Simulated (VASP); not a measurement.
# CaSe (I4/mmm) in VASP: G0W0 quasiparticle levels with PBE

Aim: the G0W0 quasiparticle levels of CaSe with PBE.

All numbers are computed with VASP 6.6.1; they aren't measurements. Logs are shortened: lines on timing, memory, paths and dates and some standing lists are left out, and cuts for length are marked.

### Step 1. The cell of the first run

Symmetry: I4/mmm, No. 139, tetragonal system. The conventional cell has a = 4.281 Å, b = 4.281 Å, c = 5.895 Å, α = 90.00°, β = 90.00°, γ = 90.00°. Within 3.9 Å of Ca (site symmetry 4/mmm) lie 6 Se at 2.95 to 3.03 Å. Within 3.9 Å of Se (site symmetry 4/mmm) lie 6 Ca at 2.95 to 3.03 Å.

### Step 2. G0W0 quasiparticle levels, PBE

Contents of POSCAR:

```
CaSe
1.0
    0.0000000000      3.0268858150      2.9474478378
    3.0268858150      0.0000000000      2.9474478378
    3.0268858150      3.0268858150      0.0000000000
Ca Se
1 1
Direct
    0.0000000000      0.0000000000      0.0000000000
    0.5000000000      0.5000000000      0.5000000000
```

Contents of INCAR.step1:

```
PREC = Accurate
ENCUT = 500
EDIFF = 1E-8
ISMEAR = 0
SIGMA = 0.01
LREAL = False
LASPH = True
NELM = 80
ALGO = Normal
LWAVE = True
LCHARG = False
GGA = PE
```

Contents of INCAR.step2:

```
PREC = Accurate
ENCUT = 500
EDIFF = 1E-8
ISMEAR = 0
SIGMA = 0.01
LREAL = False
LASPH = True
NELM = 1
ALGO = Exact
LWAVE = True
LCHARG = False
GGA = PE
NBANDS = 233
LOPTICS = True
ISTART = 1
```

Contents of INCAR.step3:

```
PREC = Accurate
ENCUT = 500
EDIFF = 1E-8
ISMEAR = 0
SIGMA = 0.01
LREAL = False
LASPH = True
ALGO = EVGW0
LWAVE = False
LCHARG = False
GGA = PE
NELMGW = 1
NBANDS = 233
ENCUTGW = 150.0
NOMEGA = 96
PRECFOCK = Fast
ISTART = 1
NBANDSGW = 16
OMEGAMAX = 20
```

Contents of KPOINTS:

```
regular mesh
0
Gamma
  4 4 4
```

Potentials or basis: VASP PAW PBE potentials, release 64 (Ca_sv_GW, Se_GW).

On the command line:

```sh
> cat potpaw_PBE.64/Ca_sv_GW/POTCAR potpaw_PBE.64/Se_GW/POTCAR > POTCAR
> cp INCAR.step1 INCAR
> mpirun -np 1 vasp_std > vasp.out
> cp INCAR.step2 INCAR
> mpirun -np 1 vasp_std > vasp.out
> cp INCAR.step3 INCAR
> mpirun -np 1 vasp_std > vasp.out
```

OUTCAR:

```text
PREC = Accurate
   ENCUT = 500
   EDIFF = 1E-8
   ISMEAR = 0
   LREAL = False
   LASPH = True
   GGA = PE
   NELMGW = 1
   ENCUTGW = 150.0
   PRECFOCK = Fast
   ISTART = 1

 ion  position               nearest neighbor table
   1  0.000  0.000  0.000-   2 2.95   2 2.95   2 3.03   2 3.03   2 3.03   2 3.03
   2  0.500  0.500  0.500-   1 2.95   1 2.95   1 3.03   1 3.03   1 3.03   1 3.03

  LATTYP: Found a body centered tetragonal cell.
 ALAT       =     4.2806629713
 C/A-ratio  =     1.3770987614

  Lattice vectors:

 A1 = (   0.0000000000,  -3.0268858150,  -2.9474478378)
 A2 = (   0.0000000000,   3.0268858150,  -2.9474478378)
 A3 = (   3.0268858150,   0.0000000000,   2.9474478378)

Analysis of symmetry for initial positions (statically):
=====================================================================
 Subroutine PRICEL returns:
 Original cell was already a primitive cell.

 Routine SETGRP: Setting up the symmetry group for a
 body centered tetragonal supercell.

 Subroutine GETGRP returns: Found 16 space group operations
 (whereof 16 operations were pure point group operations)
 out of a pool of 16 trial point group operations.

The static configuration has the point symmetry D_4h.

Analysis of symmetry for dynamics (positions and initial velocities):
=====================================================================
 Subroutine PRICEL returns:
 Original cell was already a primitive cell.

 Routine SETGRP: Setting up the symmetry group for a
 body centered tetragonal supercell.

 Subroutine GETGRP returns: Found 16 space group operations
 (whereof 16 operations were pure point group operations)
 out of a pool of 16 trial point group operations.

The dynamic configuration has the point symmetry D_4h.

 Subroutine INISYM returns: Found 16 space group operations
 (whereof 16 operations are pure point group operations),
 and found     1 'primitive' translations

----------------------------------------------------------------------------------------

                                     Primitive cell

  volume of cell :      54.0093

  direct lattice vectors                    reciprocal lattice vectors
     0.000000000  3.026885815  2.947447838    -0.165186277  0.165186277  0.169638286
     3.026885815  0.000000000  2.947447838     0.165186277 -0.165186277  0.169638286
     3.026885815  3.026885815  0.000000000     0.165186277  0.165186277 -0.169638286

  length of vectors
     4.224865263  4.224865263  4.280662971     0.288704279  0.288704279  0.288704279

  position of ions in fractional coordinates (direct lattice)
     0.000000000  0.000000000  0.000000000
     0.500000000  0.500000000  0.500000000

  ion indices of the primitive-cell ions
   primitive index   ion index
                 1           1
                 2           2

----------------------------------------------------------------------------------------

 KPOINTS: regular mesh

Automatic generation of k-mesh.
 Grid dimensions read from file:
 generate k-points for:    4    4    4

 Generating k-lattice:

  Cartesian coordinates                     Fractional coordinates (reciprocal lattice)
    -0.041296569  0.041296569  0.042409572     0.250000000  0.000000000  0.000000000
     0.041296569 -0.041296569  0.042409572     0.000000000  0.250000000  0.000000000
     0.041296569  0.041296569 -0.042409572     0.000000000  0.000000000  0.250000000

  Length of vectors
     0.072176070  0.072176070  0.072176070

  Shift w.r.t. Gamma in fractional coordinates (k-lattice)
     0.000000000  0.000000000  0.000000000

 Subroutine IBZKPT returns following result:
 ===========================================

 Found     13 irreducible k-points:

 Following reciprocal coordinates:
            Coordinates               Weight
  0.000000  0.000000  0.000000      1.000000
  0.250000 -0.000000  0.000000      8.000000
  0.500000 -0.000000  0.000000      4.000000
  0.250000  0.250000  0.000000      2.000000
  0.500000  0.250000  0.000000      8.000000
 -0.250000  0.250000  0.000000      4.000000
  0.500000  0.500000  0.000000      1.000000
  0.250000  0.000000  0.250000      4.000000
  0.500000 -0.000000  0.250000     16.000000
 -0.250000  0.000000  0.250000      8.000000
 -0.250000  0.500000  0.250000      4.000000
  0.500000  0.000000  0.500000      2.000000
 -0.250000  0.250000  0.500000      2.000000
   k-points           NKPTS =     13   k-points in BZ     NKDIM =     64   number of bands    NBANDS=    233
   number of dos      NEDOS =    301   number of ions     NIONS =      2
   total plane-waves  NPLWV =  32768
   dimension x,y,z NGX =    32 NGY =   32 NGZ =   32
   dimension x,y,z NGXF=    64 NGYF=   64 NGZF=   64
   ions per type =               1   1
   NGX,Y,Z   is equivalent  to a cutoff of  12.59, 12.59, 12.43 a.u.
   NGXF,Y,Z  is equivalent  to a cutoff of  25.18, 25.18, 24.86 a.u.
 SYSTEM =  unknown system
   PREC   = accura    normal or accurate (medium, high low for compatibility)
   ISTART =      1    job   : 0-new  1-cont  2-samecut
   ICHARG =      0    charge: 1-file 2-atom 10-const
   ISPIN  =      1    spin polarized calculation?
   LNONCOLLINEAR =      F non collinear calculations
   LSORBIT =      F    spin-orbit coupling
   LASPH  =      T    aspherical Exc in radial PAW
   ENCUT  =  500.0 eV  36.75 Ry    6.06 a.u.   7.70  7.70  7.80*2*pi/ulx,y,z
   NELM   =     60;   NELMIN=  2; NELMDL=  0     # of ELM steps
   EDIFF  = 0.1E-07   stopping-criterion for ELM
   LREAL  =      F    real-space projection
   EDIFFG = 0.1E-06   stopping-criterion for IOM
   NSW    =      0    number of steps for IOM
   IBRION =     -1    ionic relax: 0-MD 1-quasi-New 2-CG
   NFREE  =      0    steps in history (QN), initial steepest desc. (CG)
   ISIF   =      0    stress and relaxation
   ISYM   =      3    0-nonsym 1-usesym 2-fastsym
   POTIM  = 0.5000    time-step for ionic-motion
   TEBEG  =    0.0;   TEEND  =   0.0 temperature during run
   PSTRESS=    0.0 pullay stress
   NELECT =      16.0000    total number of electrons
   NUPDOWN=      -1.0000    fix difference up-down
   EMIN   =  10.00;   EMAX   =-10.00  energy-range for DOS
   EFERMI =   0.00;   METHOD = LEGACY
   ISMEAR =     0;   SIGMA  =   0.01  broadening in eV -4-tet -1-fermi 0-gaus
   EFERMI_NEDOS =   21; number of points for ismear=-14 and -15
   IALGO  =     38    algorithm
   IMIX   =      4    mixing-type and parameters
     AMIX     =   0.40;   BMIX     =  1.00
     AMIX_MAG =   1.60;   BMIX_MAG =  1.00
  volume/ion in A,a.u.               =      27.00       182.24
  Fermi-wavevector in a.u.,A,eV,Ry     =   1.091337  2.062327 16.204754  1.191016
  Thomas-Fermi vector in A             =   2.227580
   LORBIT       =      0    0 simple, 1 ext, 2 COOP (PROOUT), +10 PAW based schemes
   GGA     = PE    functional components
   LHFCALC =     T    Hartree Fock is set to
   PRECFOCK=fast      Normal, Fast or Accurate (Low or Medium for compatibility)
   ENCUT4O =  -1.0   cutoff for four orbital integrals eV
   NKREDX  =     1    reduce k-point grid by
   NKREDY  =     1    reduce k-point grid by
   NKREDZ  =     1    reduce k-point grid by
   AEXX    =    1.0000 exact exchange contribution
   HFSCREEN=    0.0000 screening length (either q_TF or 0.3 A-1)
   HFSCREENC=   0.0000 screening length for correlation (either q_TF or 0.3 A-1)
   ENCUTFOCK=  -1.0 apply spherical cutoff to Coloumb kernel
   IVDW    =     0    specifies the selected vdW correction
   LEPSILON=     F    determine dielectric tensor
   LRPA    =     F    only Hartree local field effects (RPA)
   LRPAFORCE           =     F    calculate RPA forces
   ENCUTGW             = 150.0    cutoff for response function in eV
   ENCUTGWSOFT         = 120.0    soft cutoff for Coulomb kernel in GW response function in eV
   ENCUTLF             =  -1.0    cutoff for local field effects
   NELMGW              =     1    number of iterations in solving QP/BSE equation
   NELMHF              =     1    number of iterations in the inner HF iteration
   NKREDLFX            =     1    NKREDLFY  =   1   NKREDLFZ  =   1
 non-spin polarized calculation
 Gauss-broadening in eV      SIGMA  =   0.01
  energy-cutoff  :      500.00
  volume of cell :       54.01
 maximum number of plane-waves:      1395
 NGX is ok and might be reduce to    32
  NGX = 18; NGY = 18; NGZ = 18
   NGX = 15   NGY = 15   NGZ = 15
 maximum number of plane-waves:       241
 NGX is ok and might be reduce to    18

 QP shifts <psi_nk| G(iteration)W_0 |psi_nk>: iteration 1
 for sc-GW calculations column KS-energies equals QP-energies in previous step
 and V_xc(KS)=  KS-energies - (<T + V_ion + V_H > + <T+V_H+V_ion>^1  + <V_x>^1)

 k-point   1 :       0.0000    0.0000    0.0000
  band No.  KS-energies  QP-energies   sigma(KS)   V_xc(KS)     V^pw_x(r,r')   Z            occupation Imag(sigma)

      1     -36.5681     -37.7003     -22.6664     -20.7309     -34.4468       0.5850       2.0000       0.5510
      2     -17.5554     -19.3379     -22.5310     -19.9493     -27.8612       0.6904       2.0000       0.1634
      3     -17.5554     -19.3379     -22.5310     -19.9493     -27.8612       0.6904       2.0000       0.1634
      4     -17.5472     -19.3267     -22.5291     -19.9500     -27.8812       0.6900       2.0000       0.1789
      5      -8.3141      -9.1597     -13.6471     -12.4402     -19.7693       0.7006       2.0000       1.0956
      6       3.3354       2.3458     -13.3083     -12.0207     -14.6900       0.7685       2.0000       0.0415
[... 8 lines left out ...]
     15      12.9820      12.8433      -6.4128      -6.2371      -1.5250       0.7891       0.0000      -0.3820
     16      15.2455      16.4668     -11.7757     -13.4883      -5.7485       0.7131       0.0000      -0.6715

 k-point   2 :       0.2500   -0.0000    0.0000
  band No.  KS-energies  QP-energies   sigma(KS)   V_xc(KS)     V^pw_x(r,r')   Z            occupation Imag(sigma)

      1     -36.5654     -37.6987     -22.6671     -20.7351     -34.4497       0.5866       2.0000       0.5542
      2     -17.5992     -19.3516     -22.4148     -19.8488     -27.8010       0.6829       2.0000       0.2042
      3     -17.5595     -19.3382     -22.5204     -19.9415     -27.8525       0.6897       2.0000       0.1633
      4     -17.5521     -19.3278     -22.5196     -19.9447     -27.8679       0.6896       2.0000       0.1727
      5      -8.0216      -8.8109     -13.9144     -12.7313     -19.8911       0.6672       2.0000       0.9977
      6       1.4222       0.3775     -12.0826     -10.6817     -13.8480       0.7457       2.0000       0.0591
[... 8 lines left out ...]
     15      12.4902      13.2607     -10.0645     -11.1312      -4.7138       0.7222       0.0000      -0.2581
     16      13.4320      14.1723     -10.4380     -11.4671      -4.9636       0.7194       0.0000      -0.3181

 k-point   3 :       0.5000   -0.0000    0.0000
  band No.  KS-energies  QP-energies   sigma(KS)   V_xc(KS)     V^pw_x(r,r')   Z            occupation Imag(sigma)

      1     -36.5628     -37.6966     -22.6678     -20.7395     -34.4527       0.5880       2.0000       0.5573
      2     -17.6450     -19.3788     -22.3042     -19.7525     -27.7391       0.6795       2.0000       0.2421
      3     -17.5638     -19.3389     -22.5098     -19.9338     -27.8438       0.6891       2.0000       0.1628
      4     -17.5547     -19.3247     -22.5114     -19.9407     -27.8604       0.6886       2.0000       0.1701
      5      -7.6959      -8.4693     -14.2494     -13.0817     -20.0461       0.6624       2.0000       0.9063
      6       0.2131      -0.8896     -11.6484     -10.1192     -13.9522       0.7211       2.0000       0.0939
[... 174 lines left out ...]
      1     -36.5612     -37.7068     -22.6706     -20.7418     -34.4535       0.5939       2.0000       0.5620
      2     -17.6221     -19.3958     -22.4286     -19.8159     -27.7798       0.6789       2.0000       0.1827
      3     -17.5786     -19.3539     -22.4953     -19.9037     -27.8329       0.6850       2.0000       0.1659
      4     -17.5756     -19.3474     -22.4872     -19.8959     -27.8475       0.6837       2.0000       0.1823
      5      -7.7932      -8.5294     -13.9980     -12.8775     -19.9057       0.6570       2.0000       0.9402
      6       0.8946      -0.2501     -12.1365     -10.5705     -14.3125       0.7310       2.0000       0.0714
[... 8 lines left out ...]
     15      13.1232      13.3204      -9.2253      -9.4867      -4.0045       0.7543       0.0000      -0.3626
     16      13.8842      15.3974     -12.5976     -14.7929      -6.3995       0.6893       0.0000      -0.4932

 k-point  13 :      -0.2500    0.2500    0.5000
  band No.  KS-energies  QP-energies   sigma(KS)   V_xc(KS)     V^pw_x(r,r')   Z            occupation Imag(sigma)

      1     -36.5613     -37.7054     -22.6696     -20.7419     -34.4539       0.5936       2.0000       0.5612
      2     -17.6003     -19.3743     -22.4623     -19.8600     -27.8060       0.6817       2.0000       0.1749
      3     -17.6003     -19.3743     -22.4623     -19.8600     -27.8060       0.6817       2.0000       0.1749
      4     -17.5822     -19.3306     -22.4355     -19.8767     -27.8291       0.6833       2.0000       0.2008
      5      -7.7008      -8.4599     -14.1382     -13.0022     -19.9759       0.6682       2.0000       0.9172
      6       1.4403       0.3458     -12.2090     -10.7411     -14.1025       0.7456       2.0000       0.0597
[... 8 lines left out ...]
     15      12.2616      12.5510      -9.0106      -9.4006      -4.1392       0.7420       0.0000      -0.1927
     16      12.5115      13.3649     -10.5967     -11.7839      -5.2031       0.7188       0.0000      -0.2845
```

Wall time 5.1 min (1 thread of Intel Xeon 6975P-C (Granite Rapids), shared host); peak memory 0.75 GiB.

Results:

```
Quasiparticle gap                                   : 3.78 eV
Least direct quasiparticle gap                      : 4.40 eV
Band gap of the starting levels on the mesh         : 2.11 eV
Least direct gap of the starting levels on the mesh : 2.96 eV
```

Caveat: the k points lie up to 0.45 Å⁻¹ apart; bands, screening cutoff and mesh are small and nothing is extrapolated, so the quasiparticle values aren't converged.
